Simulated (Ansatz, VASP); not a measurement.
## CoPtO2: VASP beside Ansatz

File INCAR:

```
SYSTEM = CoPtO2
PREC = Accurate
ENCUT = 520
EDIFF = 1E-8
ISMEAR = -1
SIGMA = 0.02
LREAL = .FALSE.
LASPH = .TRUE.
NELM = 150
ALGO = Normal
ISIF = 2
LWAVE = .FALSE.
LCHARG = .FALSE.
ISPIN = 2
MAGMOM = 3 0 0 0
LORBIT = 11
LMAXMIX = 4
GGA = PE
LEFG = .TRUE.
NBANDS = 28
```

File KPOINTS:

```
Automatic mesh
0
G
  10 10 10
  0 0 0
```

Contents of POSCAR:

```
CoPtO2
1.0
    1.4122699173      0.8153744169      5.9393891094
   -1.4122699173      0.8153744169      5.9393891094
    0.0000000000     -1.6307488338      5.9393891094
Co Pt O
1 1 2
Direct
    0.5000000000      0.5000000000      0.5000000000
    0.0000000000      0.0000000000      0.0000000000
    0.8877559700      0.8877559700      0.8877559700
    0.1122440300      0.1122440300      0.1122440300
```

Input for Ansatz:

```yaml
crystal:
  lattice:
    - [1.4122699173, 0.8153744169, 5.9393891094]
    - [-1.4122699173, 0.8153744169, 5.9393891094]
    - [0.0, -1.6307488338, 5.9393891094]
  atoms:
    - { symbol: Co, position: [0.5, 0.5, 0.5], spin: 3.0 }
    - { symbol: Pt, position: [0.0, 0.0, 0.0] }
    - { symbol: O, position: [0.88775597, 0.88775597, 0.88775597] }
    - { symbol: O, position: [0.11224403, 0.11224403, 0.11224403] }
magnetization:
  spin_polarized: true
kpoints:
  mp_grid: { grid: [10, 10, 10] }
scf:
  occupations: { method: fermi_dirac, width: 0.02 }
hamiltonian:
  xc: pbe
  pseudopotentials: { kind: paw }
output:
  forces: true
  stress: true
  populations: true
  efg:
    quadrupole_moments_barn: { Co: 0.42, O: -0.02558 }
    contact_densities: true
```

Alike in both runs: task electric field gradients; functional PBE; k mesh 10 × 10 × 10; occupations fermi-dirac, width 0.02 eV; collinear spin.

|  | VASP | Ansatz |
| --- | --- | --- |
| version | VASP 6.6.1 | Ansatz 0.2.0 |
| potentials or method | VASP PAW PBE potentials, release 64 (Co, Pt, O) | plane-wave PAW, scalar-relativistic |
| plane-wave cutoff (eV) | 520 | 420 |
| valence electrons in the cell | 31 | 47 |

|  | VASP | Ansatz | Ansatz less VASP |
| --- | --- | --- | --- |
| pressure (GPa) | 6.3 | 6.2 | -0.08 |
| traceless stress, the component that is largest in VASP (GPa) | 0.77 | 0.36 | -0.402 |
| rms of the force components (eV/Å) | 0.018 | 0.013 | -0.0057 |
| net moment per atom (μB) | 0.02 | 0.02 | +0.005 |
| size of the moment on the site where the two differ most (μB) | 0.08 | 0.07 | -0.007 |
| size of Vzz on the site where it differs most (V/Å²) | 71.6 | 91.5 | +19.89 |

Site moments also hang on the region over which each program counts them. Atom by atom the forces differ by 0.006 eV/Å (rms over components). One of these differences is far larger than is usual between the two programs; its cause wasn't traced. VASP's potentials hold 31 valence electrons a cell and Ansatz's 47, so a difference there can come from the potentials and not from the codes. Ansatz's warnings: seeded moment not kept.

Neither program's run includes spin-orbit coupling.
